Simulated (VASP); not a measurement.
Here is a VASP 6.6.1 calculation.

INCAR

```
PREC = Accurate ; ENCUT = 520
EDIFF = 1E-6 ; ISMEAR = 0
SIGMA = 0.1 ; LREAL = False
LASPH = True ; NELM = 60
ALGO = Normal ; ISIF = 2
LWAVE = False ; LCHARG = False
GGA = PE ; NBANDS = 46
```

File KPOINTS:

```
Automatic mesh
0
Gamma
  4 4 4
```

File POSCAR:

```
Zn4SO3
1.0
    4.8207754706      0.0000000000      0.0000000000
    0.0000000000      4.8207754706      0.0000000000
    0.0000000000      0.0000000000      4.8207754706
Zn S O
4 1 3
Direct
    0.7706067502      0.7706067502      0.7706067502
    0.7706067502      0.2293932498      0.2293932498
    0.2293932498      0.7706067502      0.2293932498
    0.2293932498      0.2293932498      0.7706067502
    0.5000000000      0.5000000000      0.5000000000
    0.0000000000      0.0000000000      0.5000000000
    0.0000000000      0.5000000000      0.0000000000
    0.5000000000      0.0000000000      0.0000000000
```

Potentials or basis: VASP PAW PBE potentials, release 64 (Zn, S, O).

Launch:

```bash
$ cat potpaw_PBE.64/Zn/POTCAR potpaw_PBE.64/S/POTCAR potpaw_PBE.64/O/POTCAR > POTCAR
$ mpirun -np 1 vasp_std > vasp.out
```

Task: Estimate the pressure.

Result: 0.5 GPa.

Task: What does it give for the largest force?

Result: 0.027 eV/Å.

Forces on the atoms (eV/Å):
```
Zn  -0.016 -0.016 -0.016
Zn  -0.016  0.016  0.016
Zn   0.016 -0.016  0.016
Zn   0.016  0.016 -0.016
S    0.000  0.000  0.000
O    0.000  0.000  0.000
O    0.000  0.000  0.000
O    0.000  0.000  0.000
```
